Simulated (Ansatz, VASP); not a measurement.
# TiO2: VASP beside Ansatz

Contents of INCAR:

```
SYSTEM = TiO2
PREC = Accurate ; ENCUT = 600
EDIFF = 1E-6 ; ISMEAR = 0
SIGMA = 0.01 ; LREAL = .False.
LASPH = .True. ; NELM = 120
ALGO = Normal ; ISIF = 2
LWAVE = .False. ; LCHARG = .False.
GGA = PS ; NBANDS = 33
GGA_COMPAT = .False.
```

File KPOINTS:

```
Automatic mesh
0
Gamma
  4 4 6
  0 0 0
```

POSCAR

```
TiO2
1.0
    4.5143510624      0.0000000000      0.0000000000
    0.0000000000      4.5143510624      0.0000000000
    0.0000000000      0.0000000000      2.9072648909
Ti O
2 4
Direct
    0.0000000000      0.0000000000      0.0000000000
    0.5000000000      0.5000000000      0.5000000000
    0.3049600000      0.3049600000      0.0000000000
    0.1950400000      0.8049600000      0.5000000000
    0.6950400000      0.6950400000      0.0000000000
    0.8049600000      0.1950400000      0.5000000000
```

Input for Ansatz:

```yaml
crystal:
  lattice:
    - [4.514351062395735, 0.0, 0.0]
    - [0.0, 4.514351062395735, 0.0]
    - [0.0, 0.0, 2.907264890886535]
  atoms:
    - { symbol: Ti, position: [0.0, 0.0, 0.0] }
    - { symbol: Ti, position: [0.5, 0.5, 0.5] }
    - { symbol: O, position: [0.30496, 0.30496, 0.0] }
    - { symbol: O, position: [0.19504, 0.80496, 0.5] }
    - { symbol: O, position: [0.69504, 0.69504, 0.0] }
    - { symbol: O, position: [0.80496, 0.19504, 0.5] }
basis:
  ecutwfc: 462.593566181796
kpoints:
  mp_grid:
    grid: [4, 4, 6]
hamiltonian:
  xc: pbesol
scf:
  convergence:
    dr2_threshold: 1.0e-10
  occupations:
    method: fixed
output:
  stress: true
```

Alike in both runs: task single point; functional PBEsol; k mesh 4 × 4 × 6; no spin polarisation.

|  | VASP | Ansatz |
| --- | --- | --- |
| version | VASP 6.6.1 | Ansatz 0.2.0 |
| potentials or method | VASP PAW PBE potentials, release 64 (Ti_sv, O), cutoff 600 eV | plane waves, PAW |
| occupations | gaussian, width 0.01 eV | fixed |
| valence electrons in the cell | 48 | 48 |

|  | VASP | Ansatz | Ansatz less VASP |
| --- | --- | --- | --- |
| pressure (GPa) | 12.5 | 12.0 | -0.49 |
| traceless stress, the component that is largest in VASP (GPa) | 1.25 | 1.06 | -0.195 |

VASP's potentials were made for PBE, not for PBEsol.
